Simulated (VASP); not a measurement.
# TiCo (P4/mmm) in VASP: single point with PBEsol

Aim: the single point of TiCo with PBEsol.

Everything below comes from runs of VASP 6.6.1. Logs are shortened: lines on timing, memory, paths and dates and some standing lists are left out, and cuts for length are marked.

### 1 The cell of the first run

It takes space group P4/mmm (No. 123, tetragonal). Conventional cell: a = 2.939 Å, b = 2.939 Å, c = 2.792 Å, α = 90.00°, β = 90.00°, γ = 90.00°. Ti (site symmetry 4/mmm) has 8 Co at 2.50 Å and 6 Ti at 2.79 to 2.94 Å within 3.3 Å. Co (site symmetry 4/mmm) has 8 Ti at 2.50 Å and 6 Co at 2.79 to 2.94 Å within 3.3 Å.

### 2 Single point, PBEsol, collinear spin, ferromagnetic start (strain +0.000 along x and y, -0.050 along z)

Input file INCAR:

```
PREC = Accurate
ENCUT = 520
EDIFF = 1E-6
ISMEAR = 0
SIGMA = 0.15
LREAL = False
LASPH = True
NELM = 150
ALGO = Normal
ISIF = 2
LWAVE = False
LCHARG = False
ISPIN = 2
MAGMOM = 0 0.75
LORBIT = 11
LMAXMIX = 4
GGA = PS
NBANDS = 22
```

Input file KPOINTS:

```
Automatic mesh
0
Gamma
  20 20 20
```

Input file POSCAR:

```
TiCo
1.0
    2.9385037636      0.0000000000      0.0000000000
    0.0000000000      2.9385037636      0.0000000000
    0.0000000000      0.0000000000      2.7915785754
Ti Co
1 1
Direct
    0.0000000000      0.0000000000      0.0000000000
    0.5000000000      0.5000000000      0.5000000000
```

Potentials or basis: VASP PAW PBE potentials, release 64 (Ti_sv, Co).

Run with:

```
$ cat potpaw_PBE.64/Ti_sv/POTCAR potpaw_PBE.64/Co/POTCAR > POTCAR
$ mpirun -np 1 vasp_std > vasp.out
```

OUTCAR:

```text
PREC = Accurate
   ENCUT = 520
   EDIFF = 1E-6
   ISMEAR = 0
   LREAL = False
   LASPH = True
   NELM = 150
   ISIF = 2
   ISPIN = 2
   LORBIT = 11
   GGA = PS

 ion  position               nearest neighbor table
   1  0.000  0.000  0.000-   2 2.50   2 2.50   2 2.50   2 2.50   2 2.50   2 2.50   2 2.50   2 2.50

   2  0.500  0.500  0.500-   1 2.50   1 2.50   1 2.50   1 2.50   1 2.50   1 2.50   1 2.50   1 2.50

  LATTYP: Found a simple tetragonal cell.
 ALAT       =     2.9385037636
 C/A-ratio  =     0.9500000000

  Lattice vectors:

 A1 = (   2.9385037636,   0.0000000000,   0.0000000000)
 A2 = (   0.0000000000,   2.9385037636,   0.0000000000)
 A3 = (   0.0000000000,   0.0000000000,   2.7915785754)

Analysis of symmetry for initial positions (statically):
=====================================================================
 Subroutine PRICEL returns:
 Original cell was already a primitive cell.

 Routine SETGRP: Setting up the symmetry group for a
 simple tetragonal supercell.

 Subroutine GETGRP returns: Found 16 space group operations
 (whereof 16 operations were pure point group operations)
 out of a pool of 16 trial point group operations.

The static configuration has the point symmetry D_4h.

Analysis of symmetry for dynamics (positions and initial velocities):
=====================================================================
 Subroutine PRICEL returns:
 Original cell was already a primitive cell.

 Routine SETGRP: Setting up the symmetry group for a
 simple tetragonal supercell.

 Subroutine GETGRP returns: Found 16 space group operations
 (whereof 16 operations were pure point group operations)
 out of a pool of 16 trial point group operations.

The dynamic configuration has the point symmetry D_4h.

Analysis of structural, dynamic, and magnetic symmetry:
=====================================================================
 Subroutine PRICEL returns:
 Original cell was already a primitive cell.

 Routine SETGRP: Setting up the symmetry group for a
 simple tetragonal supercell.

 Subroutine GETGRP returns: Found 16 space group operations
 (whereof 16 operations were pure point group operations)
 out of a pool of 16 trial point group operations.

The overall configuration has the point symmetry D_4h.

 Subroutine INISYM returns: Found 16 space group operations
 (whereof 16 operations are pure point group operations),
 and found     1 'primitive' translations

----------------------------------------------------------------------------------------

                                     Primitive cell

  volume of cell :      24.1047

  direct lattice vectors                    reciprocal lattice vectors
     2.938503764  0.000000000  0.000000000     0.340309246  0.000000000  0.000000000
     0.000000000  2.938503764  0.000000000     0.000000000  0.340309246  0.000000000
     0.000000000  0.000000000  2.791578575     0.000000000  0.000000000  0.358220259

  length of vectors
     2.938503764  2.938503764  2.791578575     0.340309246  0.340309246  0.358220259

  position of ions in fractional coordinates (direct lattice)
     0.000000000  0.000000000  0.000000000
     0.500000000  0.500000000  0.500000000

  ion indices of the primitive-cell ions
   primitive index   ion index
                 1           1
                 2           2

----------------------------------------------------------------------------------------

 KPOINTS: Automatic mesh

Automatic generation of k-mesh.
 Grid dimensions read from file:
 generate k-points for:   20   20   20

 Generating k-lattice:

  Cartesian coordinates                     Fractional coordinates (reciprocal lattice)
     0.017015462  0.000000000  0.000000000     0.050000000  0.000000000  0.000000000
     0.000000000  0.017015462  0.000000000     0.000000000  0.050000000  0.000000000
     0.000000000  0.000000000  0.017911013     0.000000000  0.000000000  0.050000000

  Length of vectors
     0.017015462  0.017015462  0.017911013

  Shift w.r.t. Gamma in fractional coordinates (k-lattice)
     0.000000000  0.000000000  0.000000000

 Subroutine IBZKPT returns following result:
 ===========================================

 Found    726 irreducible k-points:

 Following reciprocal coordinates:
            Coordinates               Weight
  0.000000  0.000000  0.000000      1.000000
  0.050000  0.000000  0.000000      4.000000
  0.100000  0.000000  0.000000      4.000000
  0.150000  0.000000  0.000000      4.000000
  0.200000  0.000000  0.000000      4.000000
  0.250000  0.000000  0.000000      4.000000
[... 16 lines left out ...]
  0.150000  0.100000  0.000000      8.000000
  0.200000  0.100000  0.000000      8.000000
 [... further k-points ...]
   k-points           NKPTS =    726   k-points in BZ     NKDIM =    726   number of bands    NBANDS=     22
   number of dos      NEDOS =    301   number of ions     NIONS =      2
   total plane-waves  NPLWV =  13824
   dimension x,y,z NGX =    24 NGY =   24 NGZ =   24
   dimension x,y,z NGXF=    48 NGYF=   48 NGZF=   48
   ions per type =               1   1
   NGX,Y,Z   is equivalent  to a cutoff of  13.58, 13.58, 14.29 a.u.
   NGXF,Y,Z  is equivalent  to a cutoff of  27.16, 27.16, 28.59 a.u.
 SYSTEM =  unknown system
   PREC   = accura    normal or accurate (medium, high low for compatibility)
   ISTART =      0    job   : 0-new  1-cont  2-samecut
   ICHARG =      2    charge: 1-file 2-atom 10-const
   ISPIN  =      2    spin polarized calculation?
   LNONCOLLINEAR =      F non collinear calculations
   LSORBIT =      F    spin-orbit coupling
   LASPH  =      T    aspherical Exc in radial PAW
   ENCUT  =  520.0 eV  38.22 Ry    6.18 a.u.   5.46  5.46  5.19*2*pi/ulx,y,z
   NELM   =    150;   NELMIN=  2; NELMDL= -5     # of ELM steps
   EDIFF  = 0.1E-05   stopping-criterion for ELM
   LREAL  =      F    real-space projection
   EDIFFG = 0.1E-04   stopping-criterion for IOM
   NSW    =      0    number of steps for IOM
   IBRION =     -1    ionic relax: 0-MD 1-quasi-New 2-CG
   NFREE  =      0    steps in history (QN), initial steepest desc. (CG)
   ISIF   =      2    stress and relaxation
   ISYM   =      2    0-nonsym 1-usesym 2-fastsym
   POTIM  = 0.5000    time-step for ionic-motion
   TEBEG  =    0.0;   TEEND  =   0.0 temperature during run
   PSTRESS=    0.0 pullay stress
   NELECT =      21.0000    total number of electrons
   NUPDOWN=      -1.0000    fix difference up-down
   EMIN   =  10.00;   EMAX   =-10.00  energy-range for DOS
   EFERMI =   0.00;   METHOD = LEGACY
   ISMEAR =     0;   SIGMA  =   0.15  broadening in eV -4-tet -1-fermi 0-gaus
   EFERMI_NEDOS =   21; number of points for ismear=-14 and -15
   IALGO  =     38    algorithm
   IMIX   =      4    mixing-type and parameters
     AMIX     =   0.40;   BMIX     =  1.00
     AMIX_MAG =   1.60;   BMIX_MAG =  1.00
  volume/ion in A,a.u.               =      12.05        81.33
  Fermi-wavevector in a.u.,A,eV,Ry     =   1.563557  2.954695 33.262320  2.444712
  Thomas-Fermi vector in A             =   2.666311
   LORBIT       =     11    0 simple, 1 ext, 2 COOP (PROOUT), +10 PAW based schemes
   GGA     = PS    functional components
   LHFCALC =     F    Hartree Fock is set to
   AEXX    =    0.0000 exact exchange contribution
   IVDW    =     0    specifies the selected vdW correction
   LEPSILON=     F    determine dielectric tensor
   LRPA    =     F    only Hartree local field effects (RPA)
 spin polarized calculation
 Gauss-broadening in eV      SIGMA  =   0.15
  energy-cutoff  :      520.00
  volume of cell :       24.10
 maximum number of plane-waves:       672
 NGX is ok and might be reduce to    24
   NGX = 11   NGY = 11   NGZ = 11

 number of electron      21.0000000 magnetization       0.0047091

 Free energy of the ion-electron system (eV)
  ---------------------------------------------------
  ext. energy  EPLUGINS =         0.00000000
  ---------------------------------------------------
  free energy    TOTEN  =       -16.87112670 eV

  energy without entropy =      -16.84308029  energy(sigma->0) =      -16.85710349

 E-fermi :  11.0889     XC(G=0): -13.2772

 val. band max:       11.0882506128   @ k =   0.3500   0.3500   0.4000
 cond. band min:      11.0892868413   @ k =   0.4000   0.2500   0.1000
 fundamental gap:      0.0010362285
 Fermi energy:        11.0889326555

 spin component 1

 k-point     1 :       0.0000    0.0000    0.0000
  band No.  band energies     occupation
      1     -45.6998      1.00000
      2     -21.8800      1.00000
      3     -21.8800      1.00000
      4     -21.7905      1.00000
      5       3.0152      1.00000
      6       6.7191      1.00000
[... 14 lines left out ...]
     21      32.4130      0.00000
     22      32.4130      0.00000
[... 552 lines left out ...]
  band No.  band energies     occupation
      1     -45.6817      1.00000
      2     -22.0084      1.00000
      3     -21.9065      1.00000
      4     -21.7797      1.00000
      5       4.0179      1.00000
      6       7.2138      1.00000
[... 14 lines left out ...]
     21      30.9220      0.00000
     22      32.2086      0.00000

 [... further k-points ...]

 spin component 2

 k-point     1 :       0.0000    0.0000    0.0000
  band No.  band energies     occupation
      1     -45.6997      1.00000
      2     -21.8799      1.00000
      3     -21.8799      1.00000
      4     -21.7904      1.00000
      5       3.0153      1.00000
      6       6.7219      1.00000
[... 14 lines left out ...]
     21      32.4127      0.00000
     22      32.4127      0.00000
[... 552 lines left out ...]
  band No.  band energies     occupation
      1     -45.6816      1.00000
      2     -22.0083      1.00000
      3     -21.9065      1.00000
      4     -21.7796      1.00000
      5       4.0181      1.00000
      6       7.2169      1.00000
[... 14 lines left out ...]
     21      30.9219      0.00000
     22      32.2083      0.00000

 [... further k-points ...]

------------------------ aborting loop because EDIFF is reached ----------------------------------------

  FORCE on cell =-STRESS in cart. coord.  units (eV):
  Direction    XX          YY          ZZ          XY          YZ          ZX
  --------------------------------------------------------------------------------------
  -------------------------------------------------------------------------------------
  Total        1.2578383      1.2578383      1.6339057      0.0000000      0.0000000      0.0000000
  in kB       83.6051529     83.6051529    108.6013451      0.0000000      0.0000000      0.0000000
  external PRESSURE =      91.9372169 kB  Pullay stress =       0.0000000 kB

 VOLUME and BASIS-vectors are now :
 -----------------------------------------------------------------------------
  energy-cutoff  :      520.00
  volume of cell :       24.10
      direct lattice vectors                 reciprocal lattice vectors
     2.938503764  0.000000000  0.000000000     0.340309246  0.000000000  0.000000000
     0.000000000  2.938503764  0.000000000     0.000000000  0.340309246  0.000000000
     0.000000000  0.000000000  2.791578575     0.000000000  0.000000000  0.358220259

 POSITION                                       TOTAL-FORCE (eV/Angst)
 -----------------------------------------------------------------------------------
      0.00000      0.00000      0.00000         0.000000      0.000000      0.000000
      1.46925      1.46925      1.39579         0.000000      0.000000      0.000000
 -----------------------------------------------------------------------------------
    total drift:                                0.000000      0.000000     -0.000000

  FREE ENERGIE OF THE ION-ELECTRON SYSTEM (eV)
  ---------------------------------------------------
  free  energy   TOTEN  =       -16.8711266991 eV

  energy  without entropy=      -16.8430802874  energy(sigma->0) =      -16.85710349

 total charge

# of ion       s       p       d       tot
------------------------------------------
    1        2.273   6.215   1.954  10.443
    2        0.563   0.509   7.407   8.480
--------------------------------------------------
tot          2.836   6.724   9.361  18.922

 magnetization (x)

# of ion       s       p       d       tot
------------------------------------------
    1       -0.000  -0.000   0.000   0.000
    2        0.000  -0.000   0.005   0.005
--------------------------------------------------
tot          0.000  -0.000   0.005   0.005
```

It took 23 min on 1 thread of Oxide Virtual Turin-like, shared host; peak memory 0.61 GiB.

Results:

| Item | Value |
| --- | --- |
| Free energy | -16.8711 eV |
| Pressure | 9.2 GPa |
| Net moment | 0.00 μB per cell |
| Valence electrons inside the program's atomic spheres | Ti 10.44; Co 8.48 |

Stress tensor (GPa, compression positive):
```
 8.36  0.00  0.00
 0.00  8.36  0.00
 0.00  0.00 10.86
```

Caveat: the cell differs from its parent crystal (strain +0.000 along x and y, -0.050 along z); the cell stands under pressure; the moments typed at the start vanished in this run; the PAW data sets were made with another functional, which shifts forces and pressure a little.
